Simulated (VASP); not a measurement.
# Si3N4 (I-43d) in VASP: relaxation of the atoms with PBE

Aim: the relaxation of the atoms of Si3N4 with PBE.

All numbers are computed with VASP 6.6.1; they aren't measurements. Logs are shortened: lines on timing, memory, paths and dates and some standing lists are left out, and cuts for length are marked.

## 1. The cell of the first run

Symmetry: I-43d, No. 220, cubic system. Conventional cell: a = 6.358 Å, b = 6.358 Å, c = 6.358 Å, α = 90.00°, β = 90.00°, γ = 90.00°. Si (site symmetry -4) has 4 N at 1.72 Å within 2.3 Å. Within 2.3 Å of N (site symmetry 3) lie 3 Si at 1.72 Å.

## 2. Relaxation of the atoms, PBE (9.18 Å³/atom)

File INCAR:

```
  PREC = Accurate
  ENCUT = 520
  EDIFF = 1E-6
  ISMEAR = 0
  SIGMA = 0.02
  LREAL = False
  LASPH = True
  NELM = 100
  ALGO = Normal
  ISIF = 2
  LWAVE = False
  LCHARG = False
  GGA = PE
  IBRION = 2
  NSW = 50
  EDIFFG = -0.01
```

File KPOINTS:

```
regular mesh
0
Gamma
  6 6 6
```

File POSCAR:

```
Si3N4
1.0
   -3.1789573836      3.1789573836      3.1789573836
    3.1789573836     -3.1789573836      3.1789573836
    3.1789573836      3.1789573836     -3.1789573836
Si N
6 8
Direct
    0.2500000000      0.1250000000      0.8750000000
    0.8750000000      0.2500000000      0.1250000000
    0.7500000000      0.3750000000      0.6250000000
    0.6250000000      0.7500000000      0.3750000000
    0.1250000000      0.8750000000      0.2500000000
    0.3750000000      0.6250000000      0.7500000000
    0.5601289805      0.5601289805      0.5601289805
    0.4398710195      0.5000000000      0.0000000000
    0.5000000000      0.0000000000      0.9398710195
    0.0000000000      0.4398710195      0.5000000000
    0.9398710195      0.5000000000      0.0000000000
    0.0601289805      0.0601289805      0.0601289805
    0.0000000000      0.9398710195      0.5000000000
    0.5000000000      0.0000000000      0.4398710195
```

Potentials or basis: VASP PAW PBE potentials, release 64 (Si, N).

On the command line:

```
> cat potpaw_PBE.64/Si/POTCAR potpaw_PBE.64/N/POTCAR > POTCAR
> mpirun -np 1 vasp_std > vasp.out
```

OUTCAR:

```text
PREC = Accurate
   ENCUT = 520
   EDIFF = 1E-6
   ISMEAR = 0
   LREAL = False
   LASPH = True
   NELM = 100
   ISIF = 2
   GGA = PE
   IBRION = 2
   NSW = 50
   EDIFFG = -0.01

 ion  position               nearest neighbor table
   1  0.250  0.125  0.875-   8 1.72   9 1.72  13 1.72  12 1.72   2 2.97   2 2.97   5 2.97   6 2.97
                             4 2.97   5 2.97   6 2.97   4 2.97
   2  0.875  0.250  0.125-   9 1.72  10 1.72  11 1.72  12 1.72   1 2.97   3 2.97   3 2.97   1 2.97
                             5 2.97   5 2.97   6 2.97   6 2.97
   3  0.750  0.375  0.625-  11 1.72  14 1.72  10 1.72   7 1.72   2 2.97   4 2.97   2 2.97   4 2.97
                             6 2.97   6 2.97   5 2.97   5 2.97
   4  0.625  0.750  0.375-   8 1.72  13 1.72  14 1.72   7 1.72   3 2.97   3 2.97   5 2.97   6 2.97
                             1 2.97   6 2.97   1 2.97   5 2.97
   5  0.125  0.875  0.250-  11 1.72  12 1.72  13 1.72  14 1.72   4 2.97   3 2.97   1 2.97   1 2.97
                             2 2.97   2 2.97   4 2.97   3 2.97
   6  0.375  0.625  0.750-   7 1.72   8 1.72   9 1.72  10 1.72   4 2.97   2 2.97   4 2.97   1 2.97
                             3 2.97   1 2.97   3 2.97   2 2.97
   7  0.560  0.560  0.560-   4 1.72   6 1.72   3 1.72
   8  0.440  0.500  0.000-   1 1.72   4 1.72   6 1.72
   9  0.500  0.000  0.940-   1 1.72   2 1.72   6 1.72
  10  0.000  0.440  0.500-   2 1.72   3 1.72   6 1.72
  11  0.940  0.500  0.000-   3 1.72   2 1.72   5 1.72
  12  0.060  0.060  0.060-   1 1.72   5 1.72   2 1.72
  13  0.000  0.940  0.500-   1 1.72   4 1.72   5 1.72
  14  0.500  0.000  0.440-   3 1.72   4 1.72   5 1.72

  LATTYP: Found a body centered cubic cell.
 ALAT       =     6.3579147672

  Lattice vectors:

 A1 = (  -3.1789573836,   3.1789573836,   3.1789573836)
 A2 = (   3.1789573836,  -3.1789573836,   3.1789573836)
 A3 = (   3.1789573836,   3.1789573836,  -3.1789573836)

Analysis of symmetry for initial positions (statically):
=====================================================================
 Subroutine PRICEL returns:
 Original cell was already a primitive cell.

 Routine SETGRP: Setting up the symmetry group for a
 body centered cubic supercell.

 Subroutine GETGRP returns: Found 24 space group operations
 (whereof  3 operations were pure point group operations)
 out of a pool of 48 trial point group operations.

The static configuration has the point symmetry C_3 .
 The point group associated with its full space group is T_d .

Analysis of symmetry for dynamics (positions and initial velocities):
=====================================================================
 Subroutine PRICEL returns:
 Original cell was already a primitive cell.

 Routine SETGRP: Setting up the symmetry group for a
 body centered cubic supercell.

 Subroutine GETGRP returns: Found 24 space group operations
 (whereof  3 operations were pure point group operations)
 out of a pool of 48 trial point group operations.

The dynamic configuration has the point symmetry C_3 .
 The point group associated with its full space group is T_d .

 Subroutine INISYM returns: Found 24 space group operations
 (whereof  3 operations are pure point group operations),
 and found     1 'primitive' translations

----------------------------------------------------------------------------------------

                                     Primitive cell

  volume of cell :     128.5032

  direct lattice vectors                    reciprocal lattice vectors
    -3.178957384  3.178957384  3.178957384     0.000000000  0.157284273  0.157284273
     3.178957384 -3.178957384  3.178957384     0.157284273  0.000000000  0.157284273
     3.178957384  3.178957384 -3.178957384     0.157284273  0.157284273  0.000000000

  length of vectors
     5.506115703  5.506115703  5.506115703     0.222433552  0.222433552  0.222433552

  position of ions in fractional coordinates (direct lattice)
     0.250000000  0.125000000  0.875000000
     0.875000000  0.250000000  0.125000000
     0.750000000  0.375000000  0.625000000
     0.625000000  0.750000000  0.375000000
     0.125000000  0.875000000  0.250000000
     0.375000000  0.625000000  0.750000000
     0.560128980  0.560128980  0.560128980
     0.439871020  0.500000000  0.000000000
     0.500000000  0.000000000  0.939871020
     0.000000000  0.439871020  0.500000000
     0.939871020  0.500000000  0.000000000
     0.060128980  0.060128980  0.060128980
     0.000000000  0.939871020  0.500000000
     0.500000000  0.000000000  0.439871020

  ion indices of the primitive-cell ions
   primitive index   ion index
                 1           1
                 2           2
                 3           3
                 4           4
                 5           5
                 6           6
                 7           7
                 8           8
                 9           9
                10          10
                11          11
                12          12
                13          13
                14          14

----------------------------------------------------------------------------------------

 KPOINTS: regular mesh

Automatic generation of k-mesh.
 Grid dimensions read from file:
 generate k-points for:    6    6    6

 Generating k-lattice:

  Cartesian coordinates                     Fractional coordinates (reciprocal lattice)
     0.000000000  0.026214045  0.026214045     0.166666667  0.000000000  0.000000000
     0.026214045  0.000000000  0.026214045     0.000000000  0.166666667  0.000000000
     0.026214045  0.026214045  0.000000000     0.000000000  0.000000000  0.166666667

  Length of vectors
     0.037072259  0.037072259  0.037072259

  Shift w.r.t. Gamma in fractional coordinates (k-lattice)
     0.000000000  0.000000000  0.000000000

 Subroutine IBZKPT returns following result:
 ===========================================

 Found     16 irreducible k-points:

 Following reciprocal coordinates:
            Coordinates               Weight
  0.000000  0.000000  0.000000      1.000000
  0.166667  0.000000  0.000000     12.000000
  0.333333  0.000000  0.000000     12.000000
  0.500000  0.000000  0.000000      6.000000
  0.166667  0.166667  0.000000     24.000000
  0.333333  0.166667 -0.000000     48.000000
[... 8 lines left out ...]
  0.500000  0.500000  0.333333     12.000000
  0.500000  0.500000  0.500000      1.000000
   k-points           NKPTS =     16   k-points in BZ     NKDIM =     16   number of bands    NBANDS=     40
   number of dos      NEDOS =    301   number of ions     NIONS =     14
   total plane-waves  NPLWV =  74088
   dimension x,y,z NGX =    42 NGY =   42 NGZ =   42
   dimension x,y,z NGXF=    84 NGYF=   84 NGZF=   84
   ions per type =               6   8
   NGX,Y,Z   is equivalent  to a cutoff of  12.68, 12.68, 12.68 a.u.
   NGXF,Y,Z  is equivalent  to a cutoff of  25.36, 25.36, 25.36 a.u.
 SYSTEM =  unknown system
   PREC   = accura    normal or accurate (medium, high low for compatibility)
   ISTART =      0    job   : 0-new  1-cont  2-samecut
   ICHARG =      2    charge: 1-file 2-atom 10-const
   ISPIN  =      1    spin polarized calculation?
   LNONCOLLINEAR =      F non collinear calculations
   LSORBIT =      F    spin-orbit coupling
   LASPH  =      T    aspherical Exc in radial PAW
   ENCUT  =  520.0 eV  38.22 Ry    6.18 a.u.  10.24 10.24 10.24*2*pi/ulx,y,z
   NELM   =    100;   NELMIN=  2; NELMDL= -5     # of ELM steps
   EDIFF  = 0.1E-05   stopping-criterion for ELM
   LREAL  =      F    real-space projection
   EDIFFG = -.1E-01   stopping-criterion for IOM
   NSW    =     50    number of steps for IOM
   IBRION =      2    ionic relax: 0-MD 1-quasi-New 2-CG
   NFREE  =      1    steps in history (QN), initial steepest desc. (CG)
   ISIF   =      2    stress and relaxation
   ISYM   =      2    0-nonsym 1-usesym 2-fastsym
   POTIM  = 0.5000    time-step for ionic-motion
   TEBEG  =    0.0;   TEEND  =   0.0 temperature during run
   PSTRESS=    0.0 pullay stress
   NELECT =      64.0000    total number of electrons
   NUPDOWN=      -1.0000    fix difference up-down
   EMIN   =  10.00;   EMAX   =-10.00  energy-range for DOS
   EFERMI =   0.00;   METHOD = LEGACY
   ISMEAR =     0;   SIGMA  =   0.02  broadening in eV -4-tet -1-fermi 0-gaus
   EFERMI_NEDOS =   21; number of points for ismear=-14 and -15
   IALGO  =     38    algorithm
   IMIX   =      4    mixing-type and parameters
     AMIX     =   0.40;   BMIX     =  1.00
     AMIX_MAG =   1.60;   BMIX_MAG =  1.00
  volume/ion in A,a.u.               =       9.18        61.94
  Fermi-wavevector in a.u.,A,eV,Ry     =   1.297668  2.452236 22.911410  1.683941
  Thomas-Fermi vector in A             =   2.429045
   LORBIT       =      0    0 simple, 1 ext, 2 COOP (PROOUT), +10 PAW based schemes
   GGA     = PE    functional components
   LHFCALC =     F    Hartree Fock is set to
   AEXX    =    0.0000 exact exchange contribution
   IVDW    =     0    specifies the selected vdW correction
   LEPSILON=     F    determine dielectric tensor
   LRPA    =     F    only Hartree local field effects (RPA)
 conjugate gradient relaxation of ions
 non-spin polarized calculation
 Gauss-broadening in eV      SIGMA  =   0.02
  energy-cutoff  :      520.00
  volume of cell :      128.50
 maximum number of plane-waves:      3484
 NGX is ok and might be reduce to    42
   NGX = 21   NGY = 21   NGZ = 21

--------------------------------------- Ionic step        1  -------------------------------------------

 number of electron      64.0000019 magnetization

 Free energy of the ion-electron system (eV)
  ---------------------------------------------------
  ext. energy  EPLUGINS =         0.00000000
  ---------------------------------------------------
  free energy    TOTEN  =      -112.72941310 eV

  energy without entropy =     -112.72941310  energy(sigma->0) =     -112.72941310

------------------------ aborting loop because EDIFF is reached ----------------------------------------

  FORCE on cell =-STRESS in cart. coord.  units (eV):
  Direction    XX          YY          ZZ          XY          YZ          ZX
  --------------------------------------------------------------------------------------
  -------------------------------------------------------------------------------------
  Total       14.0920871     14.0920871     14.0920871      0.0000000      0.0000000     -0.0000000
  in kB      175.7000129    175.7000129    175.7000129      0.0000000      0.0000000     -0.0000000
  external PRESSURE =     175.7000129 kB  Pullay stress =       0.0000000 kB
[... 81 lines left out ...]
  energy  without entropy=     -112.7317691676  energy(sigma->0) =     -112.73176917

--------------------------------------- Ionic step        3  -------------------------------------------

 number of electron      64.0000016 magnetization

 Free energy of the ion-electron system (eV)
  ---------------------------------------------------
  ext. energy  EPLUGINS =         0.00000000
  ---------------------------------------------------
  free energy    TOTEN  =      -112.73471230 eV

  energy without entropy =     -112.73471230  energy(sigma->0) =     -112.73471230

 E-fermi :   8.4761     XC(G=0): -11.6359

 val. band max:        8.3312923208   @ k =   0.3333   0.3333   0.0000
 cond. band min:      12.5411869139   @ k =  -0.1667   0.1667   0.1667
 fundamental gap:      4.2098945931
 Fermi energy:         8.4761369252

 k-point     1 :       0.0000    0.0000    0.0000
  band No.  band energies     occupation
      1     -10.2726      2.00000
      2      -7.1919      2.00000
      3      -7.1919      2.00000
      4      -7.1919      2.00000
      5      -6.6741      2.00000
      6      -6.6741      2.00000
[... 718 lines left out ...]
  FREE ENERGIE OF THE ION-ELECTRON SYSTEM (eV)
  ---------------------------------------------------
  free  energy   TOTEN  =      -112.7347122959 eV

  energy  without entropy=     -112.7347122959  energy(sigma->0) =     -112.73471230

 reached required accuracy - stopping structural energy minimisation
```

Run time: 4.2 min. Hardware: 1 thread of Oxide Virtual Turin-like, shared host; peak memory 0.24 GiB.

Results:

```yaml
Free_energy: -112.7347 eV
Energy_gained_by_relaxing: 0.4 meV/atom
Ionic_steps: 3
Pressure_after_relaxing: 17.1 GPa
Largest_force_after_relaxing: 0.009 eV/Å
Band_gap_on_the_k_mesh: 4.21 eV (least direct gap 4.40 eV)
```

Forces on the atoms (eV/Å):
```
Si   0.000  0.000  0.000
Si   0.000  0.000  0.000
Si   0.000  0.000  0.000
Si   0.000  0.000  0.000
Si   0.000  0.000  0.000
Si   0.000  0.000  0.000
N   -0.005 -0.005 -0.005
N   -0.005  0.005  0.005
N    0.005  0.005 -0.005
N    0.005 -0.005  0.005
N   -0.005  0.005  0.005
N   -0.005 -0.005 -0.005
N    0.005 -0.005  0.005
N    0.005  0.005 -0.005
```

The path:
```csv
step,energy change (eV),largest force (eV/Å),pressure (GPa)
1,0.0000,0.0835,17.57
2,-0.0024,0.0623,17.45
3,-0.0053,0.0093,17.14
```

Final structure:
```
Si N
1.0
    -3.17896    3.17896    3.17896
     3.17896   -3.17896    3.17896
     3.17896    3.17896   -3.17896
Si N
6 8
Direct
  0.25000 0.12500 0.87500
  0.87500 0.25000 0.12500
  0.75000 0.37500 0.62500
  0.62500 0.75000 0.37500
  0.12500 0.87500 0.25000
  0.37500 0.62500 0.75000
  0.55756 0.55756 0.55756
  0.44244 0.50000 0.00000
  0.50000 0.00000 0.94244
  0.00000 0.44244 0.50000
  0.94244 0.50000 0.00000
  0.05756 0.05756 0.05756
  0.00000 0.94244 0.50000
  0.50000 0.00000 0.44244
```

Levels at points of the mesh, in eV from the valence-band top:
```
           k point  band 28  band 29  band 30  band 31  band 32  band 33  band 34  band 35  band 36  band 37
(0.00, 0.00, 0.00)    -2.01    -0.15    -0.15    -0.15    -0.04     4.59     4.59     5.01     5.01     5.01
(0.50, 0.00, 0.00)    -2.08    -1.34    -1.34    -0.01    -0.01     5.18     5.18     6.37     6.37     6.69
(0.50, 0.50, 0.50)    -2.05    -2.05    -2.05    -1.25    -1.25     5.65     5.65     5.65     5.65     5.65
```

A k mesh can miss the band edges.
